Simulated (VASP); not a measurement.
SiAgBr6:

```
Si Ag Br
1.0
     0.00000    5.10000    5.10000
     5.10000    0.00000    5.10000
     5.10000    5.10000    0.00000
Si Ag Br
1 1 6
Direct
  0.50000 0.50000 0.50000
  0.00000 0.00000 0.00000
  0.74709 0.25291 0.25291
  0.25291 0.74709 0.25291
  0.25291 0.25291 0.74709
  0.25291 0.74709 0.74709
  0.74709 0.25291 0.74709
  0.74709 0.74709 0.25291
```

```yaml
Program: VASP 6.6.1
Task: relaxation of cell and atoms
Functional: PBE
Potentials_or_basis: VASP PAW PBE potentials, release 64 (Si, Ag, Br)
Cutoff: 600 eV
k_mesh: 4 × 4 × 4
Occupations: gaussian, width 0.1 eV
Spin: no spin polarisation
```

At the start: pressure 1.5 GPa; volume 33.16 Å³/atom.

Question: How do energy, volume and symmetry change on relaxing?

Answer: Over 7 steps the energy falls by 88.9 meV/atom and the volume is 36.49 Å³/atom (+10.0 %); space group Fm-3m (No. 225, to 0.05 Å).

The path:
| step | energy change (eV) | largest force (eV/Å) | pressure (GPa) | volume (Å³) |
| --- | --- | --- | --- | --- |
| 1 | 0.0000 | 1.3152 | 1.47 | 265.30 |
| 2 | -0.4506 | 0.7997 | 0.07 | 277.18 |
| 3 | -0.6604 | 0.3864 | -0.61 | 289.90 |
| 4 | -0.6897 | 0.2115 | -0.73 | 295.95 |
| 5 | -0.6915 | 0.1637 | -0.75 | 297.69 |
| 6 | -0.7053 | 0.1449 | 0.34 | 288.95 |
| 7 | -0.7108 | 0.0323 | -0.06 | 291.91 |

Final structure:
```
Si Ag Br
1.0
     0.00000    5.26512    5.26512
     5.26512    0.00000    5.26512
     5.26512    5.26512    0.00000
Si Ag Br
1 1 6
Direct
  0.50000 0.50000 0.50000
  0.00000 0.00000 0.00000
  0.72973 0.27027 0.27027
  0.27027 0.72973 0.27027
  0.27027 0.27027 0.72973
  0.27027 0.72973 0.72973
  0.72973 0.27027 0.72973
  0.72973 0.72973 0.27027
```

Caveat: an odd number of electrons without spin polarisation forces a metal; a magnetic or distorted state may lie lower.
